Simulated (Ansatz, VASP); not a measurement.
**One calculation of AlGa3N4, two programs**

Contents of POSCAR:

```
AlGa3N4
1.0
    4.8742537530      0.0000000000      0.0000000000
    0.0000000000      3.0000720341      0.0000000000
   -0.0035214838      0.0000000000      5.1944906982
Al Ga N
1 3 4
Direct
    0.0005010800      0.5000000000      0.6673044000
    0.4991393100      0.5000000000      0.3351465300
    0.4991348800      0.0000000000      0.8313261600
    0.9999082200      0.0000000000      0.1662408900
    0.1192384400      0.5000000000      0.3412971500
    0.1168290500      0.0000000000      0.8252645200
    0.6202470100      0.0000000000      0.1661509300
    0.6326020200      0.5000000000      0.6672704200
```

File INCAR.step1:

```
SYSTEM = AlGa3N4
PREC     = Accurate       ! precision mode
ENCUT    = 520            ! plane-wave cutoff, eV
ISMEAR   = 0              ! smearing method
SIGMA    = 0.05           ! smearing width, eV
LREAL    = .FALSE.        ! projectors in reciprocal space
LASPH    = .TRUE.         ! aspherical terms in the spheres
NELM     = 60             ! most SCF steps
NBANDS   = 41             ! bands
GGA      = PE             ! functional
ALGO     = Normal         ! electronic algorithm
EDIFF    = 1E-4           ! SCF threshold, eV
LWAVE    = .TRUE.         ! write WAVECAR
LCHARG   = .FALSE.        ! write CHGCAR
```

Contents of INCAR.step2:

```
SYSTEM = AlGa3N4
PREC     = Accurate       ! precision mode
ENCUT    = 520            ! plane-wave cutoff, eV
EDIFF    = 1E-6           ! SCF threshold, eV
ISMEAR   = 0              ! smearing method
SIGMA    = 0.05           ! smearing width, eV
LREAL    = .FALSE.        ! projectors in reciprocal space
LASPH    = .TRUE.         ! aspherical terms in the spheres
NELM     = 60             ! most SCF steps
ALGO     = Normal         ! electronic algorithm
ISIF     = 2              ! what is computed and relaxed
LWAVE    = .FALSE.        ! write WAVECAR
LCHARG   = .FALSE.        ! write CHGCAR
METAGGA  = R2SCAN         ! meta-GGA
LMIXTAU  = .TRUE.       
NBANDS   = 41             ! bands
ISTART   = 1
```

File KPOINTS:

```
regular mesh
0
G
  6 8 6
  0 0 0
```

Input for Ansatz:

```yaml
crystal:
  lattice:
    - [4.874253753, 0.0, 0.0]
    - [0.0, 3.0000720341, 0.0]
    - [-0.0035214838, 0.0, 5.1944906982]
  atoms:
    - { symbol: Al, position: [0.00050108, 0.5, 0.6673044] }
    - { symbol: Ga, position: [0.49913931, 0.5, 0.33514653] }
    - { symbol: Ga, position: [0.49913488, 0.0, 0.83132616] }
    - { symbol: Ga, position: [0.99990822, 0.0, 0.16624089] }
    - { symbol: "N", position: [0.11923844, 0.5, 0.34129715] }
    - { symbol: "N", position: [0.11682905, 0.0, 0.82526452] }
    - { symbol: "N", position: [0.62024701, 0.0, 0.16615093] }
    - { symbol: "N", position: [0.63260202, 0.5, 0.66727042] }
basis:
  ecutwfc: 500
  fft_grid_basis: typed
kpoints:
  mp_grid: { grid: [6, 8, 6] }
hamiltonian:
  xc: r2scan
  pseudopotentials: { kind: paw }
scf:
  occupations: { method: gaussian, width: 0.05 }
output:
  forces: true
  stress: true
  eigenvalues: true
  bader: true
  write_density: true
  volumetric_format: npy
  elf: true
```

Alike in both runs: task single point; functional r2SCAN; k mesh 6 × 8 × 6; occupations gaussian, width 0.05 eV; no spin polarisation.

|  | VASP | Ansatz |
| --- | --- | --- |
| version | VASP 6.6.1 | Ansatz 0.2.0 |
| potentials or method | VASP PAW PBE potentials, release 64 (Al, Ga_d, N), cutoff 520 eV | scalar-relativistic, plane waves, PAW |
| valence electrons in the cell | 62 | 62 |

Ansatz gave:

- gap on the k mesh at the Fermi level (eV): 4.05
- rms of the force components (eV/Å): 0.056

**Question.** Estimate VASP's values.

**Answer.** gap on the k mesh at the Fermi level (eV): 4.04; rms of the force components (eV/Å): 0.055.

VASP's potentials were made for PBE, not for r2SCAN. Atom by atom the forces differ by 0.032 eV/Å (rms over components).
